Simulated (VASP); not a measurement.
# Re (P6_3/mmc) in VASP: notebook, part 2 of 2

VASP 6.6.1. Earlier steps stand in the parts before.

### Step 3. Single point, PBE+D3(BJ)

Input file INCAR:

```
SYSTEM = Re
  PREC = Accurate
  ENCUT = 520
  EDIFF = 1E-6
  ISMEAR = -1
  SIGMA = 0.05
  LREAL = .False.
  LASPH = .True.
  NELM = 80
  ALGO = Fast
  ISIF = 2
  LWAVE = .False.
  LCHARG = .False.
  GGA = PE
  IVDW = 12
  NBANDS = 14
```

Input file KPOINTS:

```
regular mesh
0
Gamma
  11 11 6
  0 0 0
```

Input file POSCAR:

```
Re
1.0
    2.7971304821      0.0000000000      0.0000000000
   -1.3985652410      2.4223860552      0.0000000000
    0.0000000000      0.0000000000      4.5168672541
Re
2
Direct
    0.6666666667      0.3333333333      0.7500000000
    0.3333333333      0.6666666667      0.2500000000
```

Potentials or basis: VASP PAW PBE potentials, release 64 (Re).

Command:

```sh
$ cat potpaw_PBE.64/Re/POTCAR > POTCAR
$ mpirun -np 1 vasp_std > vasp.out
```

OUTCAR:

```text
SYSTEM = Re
   PREC = Accurate
   ENCUT = 520
   EDIFF = 1E-6
   ISMEAR = -1
   LREAL = .False.
   LASPH = .True.
   NELM = 80
   ISIF = 2
   GGA = PE
   IVDW = 12
 IVDW          = 12

 ion  position               nearest neighbor table
   1  0.667  0.333  0.750-   2 2.78   2 2.78   2 2.78   2 2.78   2 2.78   2 2.78
   2  0.333  0.667  0.250-   1 2.78   1 2.78   1 2.78   1 2.78   1 2.78   1 2.78

  LATTYP: Found a hexagonal cell.
 ALAT       =     2.7971304821
 C/A-ratio  =     1.6148217908

  Lattice vectors:

 A1 = (   2.7971304821,   0.0000000000,   0.0000000000)
 A2 = (  -1.3985652410,   2.4223860552,   0.0000000000)
 A3 = (   0.0000000000,   0.0000000000,   4.5168672541)

Analysis of symmetry for initial positions (statically):
=====================================================================
 Subroutine PRICEL returns:
 Original cell was already a primitive cell.

 Routine SETGRP: Setting up the symmetry group for a
 hexagonal supercell.

 Subroutine GETGRP returns: Found 24 space group operations
 (whereof 12 operations were pure point group operations)
 out of a pool of 24 trial point group operations.

The static configuration has the point symmetry D_3d.
[... 181 lines left out ...]
      9       7.5897      0.05459
     10       7.9524      0.00004
     11      10.5905      0.00000
     12      10.5905      0.00000
     13      16.9062      0.00000
     14      21.5017      0.00000
[... 377 lines left out ...]
      1       0.0486      2.00000
      2       2.7053      2.00000
      3       4.0160      2.00000
      4       4.3669      2.00000
      5       5.5810      2.00000
      6       6.2217      2.00000
      7       6.7923      1.99999
      8       7.7000      0.00616
      9       8.3711      0.00000
     10       8.7350      0.00000
     11      10.9526      0.00000
     12      13.8566      0.00000
     13      18.1240      0.00000
     14      22.8369      0.00000

 [... further k-points ...]

------------------------ aborting loop because EDIFF is reached ----------------------------------------

 Edisp (eV)   -1.25877

 E8    (eV) :    -0.6336

  FORCE on cell =-STRESS in cart. coord.  units (eV):
  Direction    XX          YY          ZZ          XY          YZ          ZX
  --------------------------------------------------------------------------------------
  -------------------------------------------------------------------------------------
  Total      -2.94662    -2.94662    -2.92470    -0.00000     0.00000     0.00000
  in kB    -154.25584  -154.25584  -153.10832    -0.00000     0.00000     0.00000
  external pressure =     -153.87 kB  Pullay stress =        0.00 kB

 VOLUME and BASIS-vectors are now :
 -----------------------------------------------------------------------------
  energy-cutoff  :      520.00
  volume of cell :       30.61
      direct lattice vectors                 reciprocal lattice vectors
     2.797130482  0.000000000  0.000000000     0.357509243  0.206408057  0.000000000
    -1.398565241  2.422386055  0.000000000     0.000000000  0.412816115  0.000000000
     0.000000000  0.000000000  4.516867254     0.000000000  0.000000000  0.221392382

 POSITION                                       TOTAL-FORCE (eV/Angst)
 -----------------------------------------------------------------------------------
      1.39857      0.80746      3.38765         0.000000      0.000000      0.000000
     -0.00000      1.61492      1.12922        -0.000000      0.000000      0.000000
 -----------------------------------------------------------------------------------
    total drift:                               -0.000000      0.000000     -0.000000

  FREE ENERGIE OF THE ION-ELECTRON SYSTEM (eV)
  ---------------------------------------------------
  free  energy   TOTEN  =       -26.0926034346 eV

  energy  without entropy=      -26.0771335094  energy(sigma->0) =      -26.08486847
```

OSZICAR:

```text
N       E                     dE             d eps       ncg     rms          rms(c)
DAV:   1     0.217624070907E+02    0.21762E+02   -0.67809E+03  3584   0.124E+03
DAV:   2    -0.251607328218E+02   -0.46923E+02   -0.41092E+02  2928   0.280E+02
DAV:   3    -0.263010720119E+02   -0.11403E+01   -0.10876E+01  2808   0.444E+01
DAV:   4    -0.263125032378E+02   -0.11431E-01   -0.11419E-01  2750   0.318E+00
DAV:   5    -0.263127212817E+02   -0.21804E-03   -0.21802E-03  2792   0.815E-01    0.396E+01
RMM:   6    -0.251343978260E+02    0.11783E+01   -0.22317E-01  1881   0.229E+01    0.143E+01
RMM:   7    -0.248387530294E+02    0.29564E+00   -0.26567E+00  2694   0.229E+01    0.166E+00
RMM:   8    -0.248368339579E+02    0.19191E-02   -0.89008E-02  2603   0.434E+00    0.727E-01
RMM:   9    -0.248344968758E+02    0.23371E-02   -0.18892E-02  2785   0.807E-01    0.148E-01
RMM:  10    -0.248337838237E+02    0.71305E-03   -0.98234E-04  2239   0.954E-01    0.860E-02
RMM:  11    -0.248338314378E+02   -0.47614E-04   -0.14245E-03  2761   0.329E-01    0.210E-02
RMM:  12    -0.248338310105E+02    0.42730E-06   -0.10526E-04  2692   0.708E-02    0.500E-03
RMM:  13    -0.248338312201E+02   -0.20964E-06   -0.69171E-06  2237   0.250E-02
   1 F= -.26092603E+02 E0= -.26084868E+02  d E =-.154699E-01
```

stdout:

```text
POSCAR found type information on POSCAR Re
 POSCAR found :  1 types and       2 ions
 scaLAPACK will be used
 LDA part: xc-table for (Slater+PW92), standard interpolation
 POSCAR, INCAR and KPOINTS ok, starting setup
 FFT: planning ... GRIDC
 FFT: planning ... GRID_SOFT
 FFT: planning ... GRID
 WAVECAR not read
 entering main loop
```

It took 12 s on 1 thread of Intel Xeon 6975P-C (Granite Rapids), shared host; peak memory 0.17 GiB.

Results:

```
Free energy                : -26.0926 eV
Pressure                   : -15.4 GPa
Band gap on the k mesh     : zero (band 7 reaches 8.65 eV, above the bottom of band 8 at 5.80 eV)
Dispersion energy per atom : -0.629 eV
```

Levels at points of the mesh, in eV from the Fermi level:
```csv
k point,band 4,band 5,band 6,band 7,band 8,band 9,band 10,band 11
"(0.00, 0.00, 0.00)",-1.48,-1.48,-0.70,-0.70,0.18,0.18,0.54,3.18
"(0.00, 0.00, 0.50)",-2.27,-1.61,-1.61,-1.61,-1.61,2.40,2.40,2.40
```

Caveat: spin-orbit coupling is left out, which moves the levels of the heavy elements; pairwise dispersion overbinds metals, which lowers pressure and volume.

### Step 4. Single point, PBE+D3(BJ)

This run uses another cell than the first one, of 15.60 Å³/atom, 1.019 times its volume.

Input file INCAR:

```
  ALGO = Normal
  EDIFF = 1E-6
  ENCUT = 520
  GGA = PE
  ISIF = 2
  ISMEAR = -1
  IVDW = 12
  LASPH = True
  LCHARG = False
  LREAL = False
  LWAVE = False
  NBANDS = 14
  NELM = 80
  PREC = Accurate
  SIGMA = 0.05
```

Input file KPOINTS:

```
k-points
0
Gamma
  11 11 6
```

Input file POSCAR:

```
Re
1.0
    2.8149470801      0.0000000000      0.0000000000
   -1.4074735401      2.4378156817      0.0000000000
    0.0000000000      0.0000000000      4.5456378849
Re
2
Direct
    0.6666666667      0.3333333333      0.7500000000
    0.3333333333      0.6666666667      0.2500000000
```

Command:

```sh
$ cat potpaw_PBE.64/Re/POTCAR > POTCAR
$ mpirun -np 1 vasp_std > vasp.out
```

Run time: 11 s. Hardware: 1 thread of Intel Xeon 6975P-C (Granite Rapids), shared host; peak memory 0.17 GiB.

Results (log left out):

| Item | Value |
| --- | --- |
| Free energy | -26.0254 eV |
| Pressure | -21.3 GPa |
| Band gap on the k mesh | zero (band 7 reaches 8.38 eV, above the bottom of band 8 at 5.62 eV) |
| Dispersion energy per atom | -0.617 eV |

Levels at points of the mesh, in eV from the Fermi level:
| k point | band 4 | band 5 | band 6 | band 7 | band 8 | band 9 | band 10 | band 11 |
| --- | --- | --- | --- | --- | --- | --- | --- | --- |
| (0.00, 0.00, 0.00) | -1.44 | -1.44 | -0.68 | -0.68 | 0.18 | 0.18 | 0.51 | 3.10 |
| (0.00, 0.00, 0.50) | -2.22 | -1.56 | -1.56 | -1.56 | -1.56 | 2.33 | 2.33 | 2.33 |

Caveat: spin-orbit coupling is left out, which moves the levels of the heavy elements; pairwise dispersion overbinds metals, which lowers pressure and volume.

### Step 5. Overview

| level | potentials or basis | cell | gap on the mesh (eV) | pressure (GPa) |
| --- | --- | --- | --- | --- |
| LDA | VASP PAW LDA potentials, release 64 (Re) | a = 2.797, b = 2.797, c = 4.517 Å, angles 90.0, 90.0, 120.0°, 2 atoms | none | -22.2 |
| PBE+D3(BJ) | VASP PAW PBE potentials, release 64 (Re) | a = 2.797, b = 2.797, c = 4.517 Å, angles 90.0, 90.0, 120.0°, 2 atoms | none | -15.4 |
| PBE+D3(BJ) | VASP PAW PBE potentials, release 64 (Re) | a = 2.815, b = 2.815, c = 4.546 Å, angles 90.0, 90.0, 120.0°, 2 atoms | none | -21.3 |

Alike in all rows: task single point; no spin polarisation; k mesh 11 × 11 × 6; cutoff (eV) 520; smearing fermi-dirac 0.05 eV.

Caveats: spin-orbit coupling is left out, which moves the levels of the heavy elements; pairwise dispersion overbinds metals, which lowers pressure and volume (some runs).

Absolute energies hang on the potentials; compare differences alone.
